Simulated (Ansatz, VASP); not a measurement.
## Two plane-wave programs on Ta2AlF3

File INCAR:

```
SYSTEM = Ta2AlF3
PREC = Accurate
ENCUT = 600
EDIFF = 1E-7
ISMEAR = 0
SIGMA = 0.1
LREAL = .FALSE.
LASPH = .TRUE.
NELM = 80
ALGO = Normal
ISIF = 3
LWAVE = .FALSE.
LCHARG = .FALSE.
GGA = PE
IBRION = 2
NSW = 100
EDIFFG = -0.01
```

The input KPOINTS:

```
Automatic mesh
0
G
  10 10 4
  0 0 0
```

POSCAR

```
Ta2AlF3
1.0
    3.5374196097      0.0000000000      0.0000000000
    0.0000000000      3.5374196097      0.0000000000
    0.0000000000      0.0000000000     11.5841246663
Ta Al F
2 1 3
Direct
    0.5000000000      0.5000000000      0.0000000000
    0.0000000000      0.0000000000      0.5000000000
    0.0000000000      0.0000000000      0.0000000000
    0.0000000000      0.0000000000      0.6612709112
    0.0000000000      0.0000000000      0.3387290888
    0.5000000000      0.5000000000      0.5000000000
```

Input for Ansatz:

```yaml
crystal:
  lattice:
    - [3.5374196097, 0.0, 0.0]
    - [0.0, 3.5374196097, 0.0]
    - [0.0, 0.0, 11.5841246663]
  atoms:
    - { symbol: Ta, position: [0.5, 0.5, 0.0] }
    - { symbol: Ta, position: [0.0, 0.0, 0.5] }
    - { symbol: Al, position: [0.0, 0.0, 0.0] }
    - { symbol: F, position: [0.0, 0.0, 0.6612709112] }
    - { symbol: F, position: [0.0, 0.0, 0.3387290888] }
    - { symbol: F, position: [0.5, 0.5, 0.5] }
basis:
  ecutwfc: 420
kpoints:
  mp_grid: { grid: [10, 10, 4] }
hamiltonian:
  xc: pbe
scf:
  occupations: { method: gaussian, width: 0.1 }
output:
  forces: true
  stress: true
  eigenvalues: true
relax:
  adjacent_minimum: "off"
  f_tol: 0.01
  max_steps: 80
  cell: { stress_tol: 0.05 }
```

Alike in both runs: task relaxation of cell and atoms; functional PBE; k mesh 10 × 10 × 4; occupations gaussian, width 0.1 eV; no spin polarisation.

```csv
,VASP,Ansatz
version,VASP 6.6.1,Ansatz 0.2.0
potentials or method,"VASP PAW PBE potentials, release 64 (Ta_pv, Al, F), cutoff 600 eV","scalar-relativistic, plane waves, PAW"
valence electrons in the cell,46,50
```

```tsv
	VASP	Ansatz	Ansatz less VASP
gap on the k mesh at the Fermi level, each at its own relaxed structure (eV)	none	none	-
relaxed volume (Å³/atom)	24.28	25.71	+1.427
relaxed cell length with the largest relative difference (Å)	11.610	12.277	+0.6669
```

A gap of «none» marks a metal or a gap that the smearing closes. One of these differences is far larger than is usual between the two programs; its cause wasn't traced. VASP's potentials hold 46 valence electrons a cell and Ansatz's 50, so a difference there can come from the potentials and not from the codes.

Spin-orbit coupling is off throughout.
